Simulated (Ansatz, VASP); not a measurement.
## Two plane-wave programs on AlCu3

```xyz
4
Lattice="3.6788 0.0000 0.0000 0.0000 3.6788 0.0000 0.0000 0.0000 3.6788" Properties=species:S:1:pos:R:3 pbc="T T T"
Al    0.0000    0.0000    0.0000
Cu    1.8394    1.7803    0.0000
Cu    1.8394    0.0000    1.8394
Cu    0.0000    1.8984    1.8394
```

Change from the starting cell: mode 5 frozen in at -0.058 Å, equal normal strain along x, y and z +0.0250.

Alike in both runs: task single point; functional LDA; k mesh 12 × 12 × 12; occupations gaussian, width 0.15 eV; no spin polarisation.

|  | VASP | Ansatz |
| --- | --- | --- |
| version | VASP 6.6.1 | Ansatz 0.2.0 |
| potentials or method | VASP PAW LDA potentials, release 64 (Al, Cu), cutoff 520 eV | scalar-relativistic, plane waves, PAW |
| valence electrons in the cell | 36 | 60 |

|  | VASP | Ansatz | Ansatz less VASP |
| --- | --- | --- | --- |
| gap on the k mesh at the Fermi level (eV) | none | none | - |
| pressure (GPa) | -9.6 | -10.2 | -0.60 |
| rms of the force components (eV/Å) | 0.113 | 0.112 | -0.0013 |

Ansatz warns that its potentials were made for another functional, while VASP's fit it. LDA's correlation is that of Perdew and Zunger in VASP and of Perdew and Wang (1992) in Ansatz. Atom by atom the forces differ by 0.001 eV/Å (rms over components). A gap of «none» marks a metal or a gap that the smearing closes. VASP's potentials hold 36 valence electrons a cell and Ansatz's 60, so a difference there can come from the potentials and not from the codes.
